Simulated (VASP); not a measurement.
# Ta (P6_3/mmc) in VASP: notebook

Runs on Ta. Level: PBEsol. Tasks: single point, relaxation of cell and atoms.

All numbers are computed with VASP 6.6.1; they aren't measurements. Logs are shortened: lines on timing, memory, paths and dates and some standing lists are left out, and cuts for length are marked.

## Step 1: The cell of the first run

Symmetry: P6_3/mmc, No. 194, hexagonal system. The conventional cell has a = 3.748 Å, b = 3.748 Å, c = 6.184 Å, α = 90.00°, β = 90.00°, γ = 120.00°. Within 3.0 Å of Ta (site symmetry 3m) lie 4 Ta at 2.30 to 2.32 Å.

## Step 2: Single point, PBEsol

File INCAR:

```
ALGO     = Normal         # electronic algorithm
EDIFF    = 1E-7           # SCF threshold, eV
ENCUT    = 520            # plane-wave cutoff, eV
GGA      = PS             # functional
ISIF     = 2              # what is computed and relaxed
ISMEAR   = 0              # smearing method
LASPH    = True           # aspherical terms in the spheres
LCHARG   = False          # write CHGCAR
LREAL    = False          # projectors in reciprocal space
LWAVE    = False          # write WAVECAR
NBANDS   = 30             # bands
NELM     = 60             # most SCF steps
PREC     = Accurate       # precision mode
SIGMA    = 0.1            # smearing width, eV
```

File KPOINTS:

```
k-points
0
Gamma
  6 6 4
```

File POSCAR:

```
Ta
1.0
    3.7480347416      0.0000000000      0.0000000000
   -1.8740173708      3.2458933005      0.0000000000
    0.0000000000      0.0000000000      6.1842573236
Ta
4
Direct
    0.3333333333      0.6666666667      0.4375000000
    0.6666666667      0.3333333333      0.9375000000
    0.6666666667      0.3333333333      0.5625000000
    0.3333333333      0.6666666667      0.0625000000
```

Potentials or basis: VASP PAW PBE potentials, release 64 (Ta_pv).

Launch:

```
cat potpaw_PBE.64/Ta_pv/POTCAR > POTCAR
mpirun -np 1 vasp_std > vasp.out
```

OUTCAR:

```text
EDIFF = 1E-7
   ENCUT = 520
   GGA = PS
   ISIF = 2
   ISMEAR = 0
   LASPH = True
   LREAL = False
   NELM = 60
   PREC = Accurate

 ion  position               nearest neighbor table
   1  0.333  0.667  0.438-   3 2.30   3 2.30   3 2.30   4 2.32
   2  0.667  0.333  0.938-   4 2.30   4 2.30   4 2.30   3 2.32
   3  0.667  0.333  0.562-   1 2.30   1 2.30   1 2.30   2 2.32
   4  0.333  0.667  0.062-   2 2.30   2 2.30   2 2.30   1 2.32

  LATTYP: Found a hexagonal cell.
 ALAT       =     3.7480347416
 C/A-ratio  =     1.6500000000

  Lattice vectors:

 A1 = (   3.7480347416,   0.0000000000,   0.0000000000)
 A2 = (  -1.8740173708,   3.2458933005,   0.0000000000)
 A3 = (   0.0000000000,   0.0000000000,   6.1842573236)

Analysis of symmetry for initial positions (statically):
=====================================================================
 Subroutine PRICEL returns:
 Original cell was already a primitive cell.

 Routine SETGRP: Setting up the symmetry group for a
 hexagonal supercell.

 Subroutine GETGRP returns: Found 24 space group operations
 (whereof 12 operations were pure point group operations)
 out of a pool of 24 trial point group operations.

The static configuration has the point symmetry D_3d.
 The point group associated with its full space group is D_6h.

Analysis of symmetry for dynamics (positions and initial velocities):
=====================================================================
 Subroutine PRICEL returns:
 Original cell was already a primitive cell.

 Routine SETGRP: Setting up the symmetry group for a
 hexagonal supercell.

 Subroutine GETGRP returns: Found 24 space group operations
 (whereof 12 operations were pure point group operations)
 out of a pool of 24 trial point group operations.

The dynamic configuration has the point symmetry D_3d.
 The point group associated with its full space group is D_6h.

 Subroutine INISYM returns: Found 24 space group operations
 (whereof 12 operations are pure point group operations),
 and found     1 'primitive' translations

----------------------------------------------------------------------------------------

                                     Primitive cell

  volume of cell :      75.2359
[... 84 lines left out ...]
   LNONCOLLINEAR =      F non collinear calculations
   LSORBIT =      F    spin-orbit coupling
   LASPH  =      T    aspherical Exc in radial PAW
   ENCUT  =  520.0 eV  38.22 Ry    6.18 a.u.   6.97  6.97 11.50*2*pi/ulx,y,z
   NELM   =     60;   NELMIN=  2; NELMDL= -5     # of ELM steps
   EDIFF  = 0.1E-06   stopping-criterion for ELM
   LREAL  =      F    real-space projection
   EDIFFG = 0.1E-05   stopping-criterion for IOM
   NSW    =      0    number of steps for IOM
   IBRION =     -1    ionic relax: 0-MD 1-quasi-New 2-CG
   NFREE  =      0    steps in history (QN), initial steepest desc. (CG)
   ISIF   =      2    stress and relaxation
   ISYM   =      2    0-nonsym 1-usesym 2-fastsym
   POTIM  = 0.5000    time-step for ionic-motion
   TEBEG  =    0.0;   TEEND  =   0.0 temperature during run
   PSTRESS=    0.0 pullay stress
   NELECT =      44.0000    total number of electrons
   NUPDOWN=      -1.0000    fix difference up-down
   EMIN   =  10.00;   EMAX   =-10.00  energy-range for DOS
   EFERMI =   0.00;   METHOD = LEGACY
   ISMEAR =     0;   SIGMA  =   0.10  broadening in eV -4-tet -1-fermi 0-gaus
   EFERMI_NEDOS =   21; number of points for ismear=-14 and -15
   IALGO  =     38    algorithm
   IMIX   =      4    mixing-type and parameters
     AMIX     =   0.40;   BMIX     =  1.00
     AMIX_MAG =   1.60;   BMIX_MAG =  1.00
  volume/ion in A,a.u.               =      18.81       126.93
  Fermi-wavevector in a.u.,A,eV,Ry     =   1.369044  2.587117 25.501130  1.874280
  Thomas-Fermi vector in A             =   2.494954
   LORBIT       =      0    0 simple, 1 ext, 2 COOP (PROOUT), +10 PAW based schemes
   GGA     = PS    functional components
   LHFCALC =     F    Hartree Fock is set to
   AEXX    =    0.0000 exact exchange contribution
   IVDW    =     0    specifies the selected vdW correction
   LEPSILON=     F    determine dielectric tensor
   LRPA    =     F    only Hartree local field effects (RPA)
 non-spin polarized calculation
 Gauss-broadening in eV      SIGMA  =   0.10
  energy-cutoff  :      520.00
  volume of cell :       75.24
 maximum number of plane-waves:      2041
 NGX is ok and might be reduce to    28
   NGX = 13   NGY = 13   NGZ = 23

 number of electron      44.0000000 magnetization

 Free energy of the ion-electron system (eV)
  ---------------------------------------------------
  ext. energy  EPLUGINS =         0.00000000
  ---------------------------------------------------
  free energy    TOTEN  =       -34.01223224 eV

  energy without entropy =      -33.98171762  energy(sigma->0) =      -33.99697493

 E-fermi :   4.6321     XC(G=0): -12.0894

 val. band max:        4.6031802209   @ k =   0.3333   0.3333   0.2500
 cond. band min:       4.6391609261   @ k =   0.3333   0.1667   0.2500
 fundamental gap:      0.0359807052
 Fermi energy:         4.6320835003

 k-point     1 :       0.0000    0.0000    0.0000
  band No.  band energies     occupation
      1     -30.3118      2.00000
      2     -30.3118      2.00000
      3     -30.0540      2.00000
      4     -30.0540      2.00000
      5     -29.9850      2.00000
      6     -29.9345      2.00000
[... 682 lines left out ...]
     29       9.0529      0.00000
     30       9.0529      0.00000

------------------------ aborting loop because EDIFF is reached ----------------------------------------

  FORCE on cell =-STRESS in cart. coord.  units (eV):
  Direction    XX          YY          ZZ          XY          YZ          ZX
  --------------------------------------------------------------------------------------
  -------------------------------------------------------------------------------------
  Total       28.0226841     28.0226841     24.7386650      0.0000000     -0.0000000      0.0000000
  in kB      596.7534157    596.7534157    526.8190159      0.0000000     -0.0000000      0.0000000
  external PRESSURE =     573.4419491 kB  Pullay stress =       0.0000000 kB

 VOLUME and BASIS-vectors are now :
 -----------------------------------------------------------------------------
  energy-cutoff  :      520.00
  volume of cell :       75.24
      direct lattice vectors                 reciprocal lattice vectors
     3.748034742  0.000000000  0.000000000     0.266806492  0.154040800  0.000000000
    -1.874017371  3.245893301  0.000000000     0.000000000  0.308081600  0.000000000
     0.000000000  0.000000000  6.184257324     0.000000000  0.000000000  0.161700904

 POSITION                                       TOTAL-FORCE (eV/Angst)
 -----------------------------------------------------------------------------------
     -0.00000      2.16393      2.70561         0.000000      0.000000     -0.396170
      1.87402      1.08196      5.79774         0.000000      0.000000     -0.396170
      1.87402      1.08196      3.47864        -0.000000     -0.000000      0.396170
     -0.00000      2.16393      0.38652        -0.000000     -0.000000      0.396170
 -----------------------------------------------------------------------------------
    total drift:                               -0.000000      0.000000     -0.000000

  FREE ENERGIE OF THE ION-ELECTRON SYSTEM (eV)
  ---------------------------------------------------
  free  energy   TOTEN  =       -34.0122322391 eV

  energy  without entropy=      -33.9817176201  energy(sigma->0) =      -33.99697493
```

It took 21 s on 1 thread of Intel Xeon 6975P-C (Granite Rapids), shared host; peak memory 0.19 GiB.

Results:

```
Free energy            : -34.0122 eV
Pressure               : 57.3 GPa
Largest force          : 0.396 eV/Å
Band gap on the k mesh : zero (band 22 reaches 5.52 eV, above the bottom of band 23 at 4.21 eV)
```

Forces on the atoms (eV/Å):
```
Ta   0.000  0.000 -0.396
Ta   0.000  0.000 -0.396
Ta   0.000  0.000  0.396
Ta   0.000  0.000  0.396
```

Stress tensor (GPa, compression positive):
```
59.68  0.00  0.00
 0.00 59.68  0.00
 0.00  0.00 52.68
```

Levels at points of the mesh, in eV from the Fermi level:
| k point | band 18 | band 19 | band 20 | band 21 | band 22 | band 23 | band 24 | band 25 | band 26 | band 27 |
| --- | --- | --- | --- | --- | --- | --- | --- | --- | --- | --- |
| (0.00, 0.00, 0.00) | -1.61 | -1.61 | -0.94 | -0.94 | -0.74 | 0.76 | 0.76 | 0.91 | 2.52 | 2.52 |
| (0.50, 0.00, 0.00) | -2.14 | -1.38 | -0.51 | -0.25 | -0.24 | 0.87 | 1.74 | 1.91 | 2.24 | 2.24 |
| (0.00, 0.00, 0.50) | -2.28 | -0.70 | -0.70 | -0.70 | -0.70 | -0.42 | -0.42 | 0.43 | 0.43 | 3.87 |
| (0.50, 0.00, 0.50) | -1.54 | -1.33 | -1.33 | -0.75 | -0.75 | -0.39 | -0.39 | 0.99 | 0.99 | 3.89 |

Caveat: the PAW data sets were made with another functional, which shifts forces and pressure a little; spin-orbit coupling is left out, which moves the levels of the heavy elements.

## Step 3: Relaxation of cell and atoms, PBEsol

File INCAR:

```
SYSTEM = Ta
  ALGO = Normal
  EDIFF = 1E-6
  EDIFFG = -0.04
  ENCUT = 600
  GGA = PS
  IBRION = 2
  ISIF = 3
  ISMEAR = 0
  LASPH = .TRUE.
  LCHARG = .FALSE.
  LREAL = .FALSE.
  LWAVE = .FALSE.
  NELM = 80
  NSW = 90
  PREC = Accurate
  SIGMA = 0.1
```

File KPOINTS:

```
k-points
0
G
  6 6 4
  0 0 0
```

POSCAR is that of step 2.

Potentials or basis: VASP PAW PBE potentials, release 64 (Ta_pv).

Launch:

```
cat potpaw_PBE.64/Ta_pv/POTCAR > POTCAR
mpirun -np 1 vasp_std > vasp.out
```

Run time: 7.9 min. Hardware: 1 thread of Intel Xeon 6975P-C (Granite Rapids), shared host; peak memory 0.21 GiB.

It converged, with:

| Item | Value |
| --- | --- |
| Free energy | -42.2714 eV |
| Relaxed volume | 24.16 Å³/atom |
| Relaxed cell | a = 4.567 Å, b = 4.567 Å, c = 5.349 Å, α = 90.00°, β = 90.00°, γ = 120.00° |
| Space group after relaxing (to 0.05 Å) | P6/mmm (No. 191) |
| Energy gained by relaxing | 2064.7 meV/atom |
| Ionic steps | 31 |
| Pressure after relaxing | -0.1 GPa |
| Band gap on the k mesh | zero (band 22 reaches 3.43 eV, above the bottom of band 23 at 2.47 eV) |

Forces on the atoms (eV/Å):
```
Ta   0.000  0.000  0.003
Ta   0.000  0.000  0.003
Ta   0.000  0.000 -0.003
Ta   0.000  0.000 -0.003
```

Stress tensor (GPa, compression positive):
```
-0.03  0.00  0.00
 0.00 -0.03  0.00
 0.00  0.00 -0.24
```

The path:
```csv
step,energy change (eV),largest force (eV/Å),pressure (GPa),volume (Å³)
1,0.0000,0.3959,57.37,75.24
2,0.5673,0.3651,-15.48,174.92
3,-4.2267,0.8103,-2.31,111.05
4,-4.2504,0.8058,-0.74,108.72
5,-4.2535,0.8005,0.10,107.58
6,-4.3689,0.7601,-0.55,108.21
7,-4.4463,0.3129,-2.15,110.09
8,-4.4611,0.3002,-1.92,109.74
9,-4.4601,0.1944,-1.33,108.97
10,-4.4700,0.1513,-1.70,109.43
11,-4.4894,0.1703,-1.77,109.43
12,-4.5528,0.1223,-1.96,109.43
13,-4.7474,0.3629,-2.48,109.40
14,-5.3769,0.7466,-4.22,109.24
15,-6.7979,0.3276,-8.45,108.50
16,-4.7287,7.1792,1.61,105.20
17,-7.2524,0.2091,-9.29,108.05
18,-7.4521,2.0545,-7.84,106.83
19,-7.5553,0.5605,-9.43,107.51
20,-7.5812,0.8599,-9.24,107.35
21,-7.6225,2.3565,-5.47,103.75
22,-7.6790,1.6358,-7.30,105.22
23,-7.8691,1.4505,-5.85,102.95
24,-8.2066,0.5958,-0.02,96.34
25,-8.2213,0.1997,2.42,94.27
26,-8.2228,0.2978,1.85,94.74
27,-8.2458,0.1211,1.20,95.35
28,-8.2568,0.1693,0.32,96.28
29,-8.2571,0.1253,0.42,96.15
30,-8.2583,0.0583,0.14,96.41
31,-8.2586,0.0026,-0.10,96.63
```

Final structure:
```
Ta
1.0
     4.56717    0.00000    0.00000
    -2.28359    3.95529    0.00000
     0.00000    0.00000    5.34916
Ta
4
Direct
  0.33333 0.66667 0.49999
  0.66667 0.33333 0.99999
  0.66667 0.33333 0.50001
  0.33333 0.66667 0.00002
```

Levels at points of the mesh, in eV from the Fermi level:
```csv
k point,band 18,band 19,band 20,band 21,band 22,band 23,band 24,band 25,band 26
"(0.00, 0.00, 0.00)",-1.68,-0.26,-0.26,0.32,0.32,0.97,1.00,1.00,1.73
"(0.50, 0.00, 0.00)",-1.42,-1.17,-0.82,-0.66,-0.48,-0.42,0.05,2.27,2.73
"(0.00, 0.00, 0.50)",-0.94,-0.44,-0.44,0.28,0.28,0.28,0.28,1.73,1.73
"(0.50, 0.00, 0.50)",-1.69,-1.36,-1.36,-0.51,-0.51,0.24,0.24,1.53,1.53
```

Caveat: the volume moved by over 15 % at a fixed basis, so the end points are rough; the PAW data sets were made with another functional, which shifts forces and pressure a little; spin-orbit coupling is left out, which moves the levels of the heavy elements.

## Step 4: Single point, PBEsol

This run uses another cell than the first one, of 21.55 Å³/atom, 1.146 times its volume.

File INCAR:

```
PREC = Accurate
ENCUT = 500
EDIFF = 1E-6
ISMEAR = 0
SIGMA = 0.1
LREAL = False
LASPH = True
NELM = 120
ALGO = Normal
ISIF = 2
LWAVE = False
LCHARG = True
GGA = PS
LELF = True
LVHAR = True
NBANDS = 34
GGA_COMPAT = False
```

File KPOINTS:

```
Automatic mesh
0
Gamma
  6 6 4
```

File POSCAR:

```
Ta
1.0
    4.5588920511      0.0000000000      0.0000000000
   -2.2794460255      3.9481163293      0.0000000000
    0.0000000000      0.0000000000      4.7898350738
Ta
4
Direct
    0.0000000000      0.0000000000      0.2500000000
    0.0000000000      0.0000000000      0.7500000000
    0.3333333333      0.6666666667      0.7500000000
    0.6666666667      0.3333333333      0.2500000000
```

Potentials or basis: VASP PAW PBE potentials, release 64 (Ta_sv_GW).

Launch:

```
cat potpaw_PBE.64/Ta_sv_GW/POTCAR > POTCAR
mpirun -np 1 vasp_std > vasp.out
```

Wall time 81 s (1 thread of Intel Xeon Platinum 8375C at 2.90GHz (Ice Lake), shared host); peak memory 0.22 GiB.

Results (log left out):

* Free energy: -53.4645 eV
* Pressure: -0.7 GPa
* Band gap on the k mesh: zero (band 26 reaches 8.64 eV, above the bottom of band 27 at 8.06 eV)

Stress tensor (GPa, compression positive):
```
-0.70  0.00  0.00
 0.00 -0.70  0.00
 0.00  0.00 -0.81
```

Levels at points of the mesh, in eV from the Fermi level:
```
           k point  band 24  band 25  band 26  band 27  band 28  band 29
(0.00, 0.00, 0.00)    -0.23    -0.23    -0.14    -0.14     1.19     1.19
(0.50, 0.00, 0.00)    -0.93    -0.88    -0.44    -0.16     0.05     2.35
(0.00, 0.00, 0.50)     0.18     0.36     0.36     0.36     0.36     1.93
(0.50, 0.00, 0.50)    -1.57    -0.84    -0.84     0.37     0.37     1.94
```

Caveat: the PAW data sets were made with another functional, which shifts forces and pressure a little; spin-orbit coupling is left out, which moves the levels of the heavy elements.

## Step 5: Summary

```tsv
task	potentials or basis	cell	cutoff (eV)	second run	gap on the mesh (eV)	pressure (GPa)
single point	VASP PAW PBE potentials, release 64 (Ta_pv)	a = 3.748, b = 3.748, c = 6.184 Å, angles 90.0, 90.0, 120.0°, 4 atoms	520	-	none	57.3
relaxation of cell and atoms	VASP PAW PBE potentials, release 64 (Ta_pv)	relaxed from a = 3.748, b = 3.748, c = 6.184 Å, angles 90.0, 90.0, 120.0°, 4 atoms	600	-	none	-0.1
single point	VASP PAW PBE potentials, release 64 (Ta_sv_GW)	a = 4.559, b = 4.559, c = 4.790 Å, angles 90.0, 90.0, 120.0°, 4 atoms	500	valence_matched	none	-0.7
```

Alike in all rows: level PBEsol; no spin polarisation; k mesh 6 × 6 × 4; smearing gaussian 0.1 eV.

Caveats: the PAW data sets were made with another functional, which shifts forces and pressure a little; spin-orbit coupling is left out, which moves the levels of the heavy elements; the volume moved by over 15 % at a fixed basis, so the end points are rough (some runs).

Absolute energies hang on the potentials; compare differences alone.
